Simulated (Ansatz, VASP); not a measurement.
## HfO2 in VASP and in Ansatz

```xyz
6
Lattice="0.0000 -2.5221 -2.5221 0.0000 2.5221 -2.5221 5.0441 0.0000 0.0000" Properties=species:S:1:pos:R:3 pbc="T T T"
Hf    0.0000   -0.0968    0.0000
Hf    2.5221    0.0968   -2.5221
O     3.3791    1.2610   -1.2572
O     1.6650   -1.2610   -1.2649
O     0.8570    1.2610   -1.2572
O     4.1871   -1.2610   -1.2649
```

Change from the starting cell: mode 1 frozen in at -0.404 Å and mode 5 at -0.097 Å (largest displacements).

Alike in both runs: task single point; functional PBEsol; k mesh 6 × 6 × 6; occupations gaussian, width 0.05 eV; no spin polarisation.

```csv
,VASP,Ansatz
version,VASP 6.6.1,Ansatz 0.2.0
potentials or method,"VASP PAW PBE potentials, release 64 (Hf_pv, O), cutoff 520 eV","scalar-relativistic, plane waves, PAW"
valence electrons in the cell,44,76
```

```tsv
	VASP	Ansatz	Ansatz less VASP
gap on the k mesh at the Fermi level (eV)	4.35	4.38	+0.033
least direct gap on the mesh (eV)	4.51	4.54	+0.036
pressure (GPa)	15.1	18.1	+3.04
traceless stress, the component that is largest in VASP (GPa)	9.98	9.84	-0.143
rms of the force components (eV/Å)	1.067	1.066	-0.0016
```

VASP's potentials were made for PBE, not for PBEsol, and Ansatz warns of the same on its side. Atom by atom the forces differ by 0.020 eV/Å (rms over components). The functional is the same, so the differences come from potentials, cutoffs and numerics. VASP's potentials hold 44 valence electrons a cell and Ansatz's 76, so a difference there can come from the potentials and not from the codes.

Spin-orbit coupling is off throughout.
